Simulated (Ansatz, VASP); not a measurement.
**One calculation of NaI, two programs**

Contents of INCAR:

```
SYSTEM = NaI
  PREC = Accurate
  ENCUT = 520
  EDIFF = 1E-6
  ISMEAR = -1
  SIGMA = 0.02
  LREAL = .False.
  LASPH = .True.
  NELM = 80
  ALGO = Normal
  ISIF = 2
  LWAVE = .False.
  LCHARG = .False.
  NBANDS = 14
```

File KPOINTS:

```
Automatic mesh
0
Gamma
  8 8 8
  0 0 0
```

File POSCAR:

```
NaI
1.0
    0.0323640000      3.2525820000      3.2525820000
    3.2525820000      0.0323640000      3.2525820000
    3.2525820000      3.2525820000      0.0323640000
Na I
1 1
Direct
    0.0000000000      0.0000000000      0.0000000000
    0.5000000000      0.5000000000      0.5000000000
```

Input for Ansatz:

```yaml
crystal:
  lattice:
    - [0.032364, 3.252582, 3.252582]
    - [3.252582, 0.032364, 3.252582]
    - [3.252582, 3.252582, 0.032364]
  atoms:
    - { symbol: Na, position: [0.0, 0.0, 0.0] }
    - { symbol: I, position: [0.5, 0.5, 0.5] }
kpoints:
  mp_grid: { grid: [8, 8, 8] }
  band_path:
    path:
      - [0.0, 0.0, 0.0]
      - [0.5, 0.5, 0.5]
      - [0.247543133, 0.5, 0.752456867]
      - [-0.247543133, 0.247543133, 0.5]
      - [0.0, 0.0, 0.5]
      - [0.0, 0.0, 0.0]
      - [-0.3737715665, 0.0, 0.3737715665]
      - [0.0, 0.3737715665, 0.6262284335]
      - [0.0, 0.5, 0.5]
    npoints: 5
scf:
  occupations: { method: fermi_dirac, width: 0.02 }
hamiltonian:
  xc: lda
  pseudopotentials: { kind: all_electron, lapw: { basis_error: 0.001 } }
output:
  forces: true
  stress: true
  eigenvalues: true
```

Change from the starting cell: equal xy, yz and zx shear strains of +1 %.

Alike in both runs: task single point; functional LDA; k mesh 8 × 8 × 8; occupations fermi-dirac, width 0.02 eV; no spin polarisation.

|  | VASP | Ansatz |
| --- | --- | --- |
| version | VASP 6.6.1 | Ansatz 0.2.0 |
| potentials or method | VASP PAW LDA potentials, release 64 (Na_pv, I), cutoff 520 eV | all-electron LAPW, scalar-relativistic |

```csv
,VASP,Ansatz,Ansatz less VASP
gap on the k mesh at the Fermi level (eV),3.32,3.31,-0.013
pressure (GPa),-1.6,-1.6,-0.02
"traceless stress, the component that is largest in VASP (GPa)",-0.07,-0.07,0.000
```

LDA's correlation is that of Perdew and Zunger in VASP and of Perdew and Wang (1992) in Ansatz. Ansatz ran all-electron here, and VASP with PAW potentials.

Neither program's run includes spin-orbit coupling.
